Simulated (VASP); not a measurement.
C, 24 atoms in the cell. The cell holds a slab with vacuum, 24 atoms: a = 2.507 Å, b = 2.507 Å, c = 38.201 Å, α = 90.00°, β = 90.00°, γ = 120.00°. 

* Program: VASP 6.6.1
* Task: relaxation of the atoms
* Functional: PBEsol
* Potentials or basis: VASP PAW PBE potentials, release 64 (C)
* Cutoff: 520 eV
* k mesh: 12 × 12 × 1
* Occupations: gaussian, width 0.05 eV
* Spin: no spin polarisation
* Dipole correction: yes
* Further INCAR settings: LREAL = Auto; ALGO = Fast; EDIFF = 1e-06; IBRION = 2; EDIFFG = -0.02; NSW = 80

Potentials or basis: VASP PAW PBE potentials, release 64 (C).

Run with:

```bash
$ cat potpaw_PBE.64/C/POTCAR > POTCAR
$ mpirun -np 4 vasp_std > vasp.out
```

Hardware: 4 MPI ranks on Oxide Virtual Turin-like Processor, with other jobs on the host.

Problem. How long does it take, and how much memory?

Solution. Run time: 31 min on 4 MPI ranks on Oxide Virtual Turin-like Processor, on a shared host, peak memory 0.41 GiB a rank. Counts: scf iterations 155, k points 19, ion steps 13.
